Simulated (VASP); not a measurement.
# Ag (Fm-3m) in VASP: notebook

Runs on Ag. Level: PBE. Tasks: single point.

All numbers are computed with VASP 6.6.1; they aren't measurements. Logs are shortened: lines on timing, memory, paths and dates and some standing lists are left out, and cuts for length are marked.

### 1 The cell of the first run

The structure is cubic, space group Fm-3m (No. 225). The conventional cell has a = 3.893 Å, b = 3.893 Å, c = 3.893 Å, α = 90.00°, β = 90.00°, γ = 90.00°. Ag (site symmetry m-3m) has 12 Ag at 2.75 Å within 3.6 Å.

### 2 Single point, PBE

Input file INCAR:

```
SYSTEM = Ag
PREC = Accurate
ENCUT = 500
EDIFF = 1E-6
ISMEAR = -1
SIGMA = 0.1
LREAL = .FALSE.
LASPH = .TRUE.
NELM = 120
ALGO = Normal
ISIF = 2
LWAVE = .FALSE.
LCHARG = .FALSE.
GGA = PE
NBANDS = 12
GGA_COMPAT = .FALSE.
```

Input file KPOINTS:

```
Automatic mesh
0
G
  18 18 18
  0 0 0
```

Input file POSCAR:

```
Ag
1.0
    0.0000000000      1.9466812085      1.9466812085
    1.9466812085      0.0000000000      1.9466812085
    1.9466812085      1.9466812085      0.0000000000
Ag
1
Direct
    0.0000000000      0.0000000000      0.0000000000
```

Potentials or basis: VASP PAW PBE potentials, release 64 (Ag).

Started as:

```sh
$ cat potpaw_PBE.64/Ag/POTCAR > POTCAR
$ mpirun -np 1 vasp_std > vasp.out
```

OUTCAR:

```text
SYSTEM = Ag
   PREC = Accurate
   ENCUT = 500
   EDIFF = 1E-6
   ISMEAR = -1
   LREAL = .FALSE.
   LASPH = .TRUE.
   NELM = 120
   ISIF = 2
   GGA = PE

 ion  position               nearest neighbor table
   1  0.000  0.000  0.000-

  LATTYP: Found a face centered cubic cell.
 ALAT       =     3.8933624170

  Lattice vectors:

 A1 = (   0.0000000000,   1.9466812085,   1.9466812085)
 A2 = (   1.9466812085,   0.0000000000,   1.9466812085)
 A3 = (   1.9466812085,   1.9466812085,   0.0000000000)

Analysis of symmetry for initial positions (statically):
=====================================================================
 Subroutine PRICEL returns:
 Original cell was already a primitive cell.

 Routine SETGRP: Setting up the symmetry group for a
 face centered cubic supercell.

 Subroutine GETGRP returns: Found 48 space group operations
 (whereof 48 operations were pure point group operations)
 out of a pool of 48 trial point group operations.

The static configuration has the point symmetry O_h .

Analysis of symmetry for dynamics (positions and initial velocities):
=====================================================================
 Subroutine PRICEL returns:
 Original cell was already a primitive cell.

 Routine SETGRP: Setting up the symmetry group for a
 face centered cubic supercell.

 Subroutine GETGRP returns: Found 48 space group operations
 (whereof 48 operations were pure point group operations)
 out of a pool of 48 trial point group operations.

The dynamic configuration has the point symmetry O_h .

 Subroutine INISYM returns: Found 48 space group operations
 (whereof 48 operations are pure point group operations),
 and found     1 'primitive' translations

----------------------------------------------------------------------------------------

                                     Primitive cell

  volume of cell :      14.7542

  direct lattice vectors                    reciprocal lattice vectors
     0.000000000  1.946681209  1.946681209    -0.256847396  0.256847396  0.256847396
     1.946681209  0.000000000  1.946681209     0.256847396 -0.256847396  0.256847396
     1.946681209  1.946681209  0.000000000     0.256847396  0.256847396 -0.256847396

  length of vectors
     2.753022967  2.753022967  2.753022967     0.444872740  0.444872740  0.444872740

  position of ions in fractional coordinates (direct lattice)
     0.000000000  0.000000000  0.000000000
[... 81 lines left out ...]
   NFREE  =      0    steps in history (QN), initial steepest desc. (CG)
   ISIF   =      2    stress and relaxation
   ISYM   =      2    0-nonsym 1-usesym 2-fastsym
   POTIM  = 0.5000    time-step for ionic-motion
   TEBEG  =    0.0;   TEEND  =   0.0 temperature during run
   PSTRESS=    0.0 pullay stress
   NELECT =      11.0000    total number of electrons
   NUPDOWN=      -1.0000    fix difference up-down
   EMIN   =  10.00;   EMAX   =-10.00  energy-range for DOS
   EFERMI =   0.00;   METHOD = LEGACY
   ISMEAR =    -1;   SIGMA  =   0.10  broadening in eV -4-tet -1-fermi 0-gaus
   EFERMI_NEDOS =   21; number of points for ismear=-14 and -15
   IALGO  =     38    algorithm
   IMIX   =      4    mixing-type and parameters
     AMIX     =   0.40;   BMIX     =  1.00
     AMIX_MAG =   1.60;   BMIX_MAG =  1.00
  volume/ion in A,a.u.               =      14.75        99.57
  Fermi-wavevector in a.u.,A,eV,Ry     =   1.484457  2.805217 29.981960  2.203612
  Thomas-Fermi vector in A             =   2.597991
   LORBIT       =      0    0 simple, 1 ext, 2 COOP (PROOUT), +10 PAW based schemes
   GGA     = PE    functional components
   LHFCALC =     F    Hartree Fock is set to
   AEXX    =    0.0000 exact exchange contribution
   IVDW    =     0    specifies the selected vdW correction
   LEPSILON=     F    determine dielectric tensor
   LRPA    =     F    only Hartree local field effects (RPA)
 non-spin polarized calculation
  energy-cutoff  :      500.00
  volume of cell :       14.75
 maximum number of plane-waves:       388
   NGX =  9   NGY =  9   NGZ =  9

 number of electron      11.0000002 magnetization

 Free energy of the ion-electron system (eV)
  ---------------------------------------------------
  ext. energy  EPLUGINS =         0.00000000
  ---------------------------------------------------
  free energy    TOTEN  =        -2.49245271 eV

  energy without entropy =       -2.48489370  energy(sigma->0) =       -2.48867321

 E-fermi :  10.6569     XC(G=0): -13.0962

 val. band max:       10.6438229296   @ k =   0.5000   0.2778   0.1111
 cond. band min:      10.7081051736   @ k =   0.5000   0.1111   0.0000
 fundamental gap:      0.0642822440
 Fermi energy:        10.6569063547

 k-point     1 :       0.0000    0.0000    0.0000
  band No.  band energies     occupation
      1       1.7168      2.00000
      2       5.2200      2.00000
      3       5.2200      2.00000
      4       5.2200      2.00000
      5       6.5541      2.00000
      6       6.5541      2.00000
      7      26.8706      0.00000
      8      31.3147      0.00000
      9      31.3147      0.00000
     10      31.3147      0.00000
     11      36.5287      0.00000
     12      38.8025      0.00000
[... 331 lines left out ...]
 k-point    24 :      -0.2222    0.0556    0.0000
  band No.  band energies     occupation
      1       3.2908      2.00000
      2       5.1804      2.00000
      3       5.5272      2.00000
      4       5.5303      2.00000
      5       6.4786      2.00000
      6       6.9407      2.00000
      7      23.3426      0.00000
      8      27.5540      0.00000
      9      30.8512      0.00000
     10      33.7714      0.00000
     11      33.7760      0.00000
     12      35.1959      0.00000

 [... further k-points ...]

------------------------ aborting loop because EDIFF is reached ----------------------------------------

  FORCE on cell =-STRESS in cart. coord.  units (eV):
  Direction    XX          YY          ZZ          XY          YZ          ZX
  --------------------------------------------------------------------------------------
  -------------------------------------------------------------------------------------
  Total        2.7298464      2.7298464      2.7298464      0.0000000      0.0000000     -0.0000000
  in kB      296.4382796    296.4382796    296.4382796      0.0000000      0.0000000     -0.0000000
  external PRESSURE =     296.4382796 kB  Pullay stress =       0.0000000 kB

 VOLUME and BASIS-vectors are now :
 -----------------------------------------------------------------------------
  energy-cutoff  :      500.00
  volume of cell :       14.75
      direct lattice vectors                 reciprocal lattice vectors
     0.000000000  1.946681209  1.946681209    -0.256847396  0.256847396  0.256847396
     1.946681209  0.000000000  1.946681209     0.256847396 -0.256847396  0.256847396
     1.946681209  1.946681209  0.000000000     0.256847396  0.256847396 -0.256847396

 POSITION                                       TOTAL-FORCE (eV/Angst)
 -----------------------------------------------------------------------------------
      0.00000      0.00000      0.00000         0.000000      0.000000     -0.000000
 -----------------------------------------------------------------------------------
    total drift:                                0.000000      0.000000      0.000000

  FREE ENERGIE OF THE ION-ELECTRON SYSTEM (eV)
  ---------------------------------------------------
  free  energy   TOTEN  =        -2.4924527096 eV

  energy  without entropy=       -2.4848937008  energy(sigma->0) =       -2.48867321
```

stdout:

```text
POSCAR found type information on POSCAR Ag
 POSCAR found :  1 types and       1 ions
 scaLAPACK will be used
 LDA part: xc-table for (Slater+PW92), standard interpolation
 POSCAR, INCAR and KPOINTS ok, starting setup
 FFT: planning ... GRIDC
 FFT: planning ... GRID_SOFT
 FFT: planning ... GRID
 WAVECAR not read
 entering main loop
```

Wall time 10 s (1 thread of Intel Xeon Platinum 8481C at 2.70GHz (Sapphire Rapids), shared host); peak memory 0.15 GiB.

What came out:

```yaml
Free_energy: -2.4925 eV
Pressure: 29.6 GPa
Band_gap_on_the_k_mesh: zero (an odd number of electrons rules out a gap without spin polarisation)
```

Caveat: the cell stands under pressure.

### 3 Single point, PBE

This run uses another cell than the first one, of 15.44 Å³/atom.

Input file INCAR:

```
SYSTEM = Ag
PREC     = Accurate       ! precision mode
ENCUT    = 500            ! plane-wave cutoff, eV
EDIFF    = 1E-6           ! SCF threshold, eV
ISMEAR   = -1             ! smearing method
SIGMA    = 0.1            ! smearing width, eV
LREAL    = .False.        ! projectors in reciprocal space
LASPH    = .True.         ! aspherical terms in the spheres
NELM     = 120            ! most SCF steps
ALGO     = Normal         ! electronic algorithm
ISIF     = 2              ! what is computed and relaxed
LWAVE    = .False.        ! write WAVECAR
LCHARG   = .True.         ! write CHGCAR
GGA      = PE             ! functional
LELF     = .True.         ! ELF
LVHAR    = .True.       
NBANDS   = 12             ! bands
GGA_COMPAT= .False.
```

Input file KPOINTS:

```
Automatic mesh
0
Gamma
  18 18 18
  0 0 0
```

Input file POSCAR:

```
Ag
1.0
    0.0000000000      1.9765925189      1.9765925189
    1.9765925189      0.0000000000      1.9765925189
    1.9765925189      1.9765925189      0.0000000000
Ag
1
Direct
    0.0000000000      0.0000000000      0.0000000000
```

Potentials or basis: VASP PAW PBE potentials, release 64 (Ag).

Started as:

```sh
$ cat potpaw_PBE.64/Ag/POTCAR > POTCAR
$ mpirun -np 1 vasp_std > vasp.out
```

It took 11 s on 1 thread of Intel Xeon Platinum 8481C at 2.70GHz (Sapphire Rapids), shared host; peak memory 0.15 GiB.

The run converged. Its results:

| Item | Value |
| --- | --- |
| Free energy | -2.5982 eV |
| Pressure | 19.7 GPa |
| Band gap on the k mesh | zero (an odd number of electrons rules out a gap without spin polarisation) |

Levels at points of the mesh, in eV from the Fermi level:
```
           k point  band 2  band 3  band 4  band 5  band 6  band 7  band 8  band 9  band 10  band 11
(0.00, 0.00, 0.00)   -5.22   -5.22   -5.22   -3.99   -3.99   16.18   20.35   20.35    20.35    25.42
(0.50, 0.00, 0.00)   -5.25   -5.25   -3.04   -3.04   -0.70    4.17   15.43   18.88    18.88    24.32
(0.50, 0.50, 0.00)   -6.99   -3.08   -2.79   -2.79    1.49    7.54   11.15   11.15    18.40    18.57
```

Caveat: the cell stands under pressure.
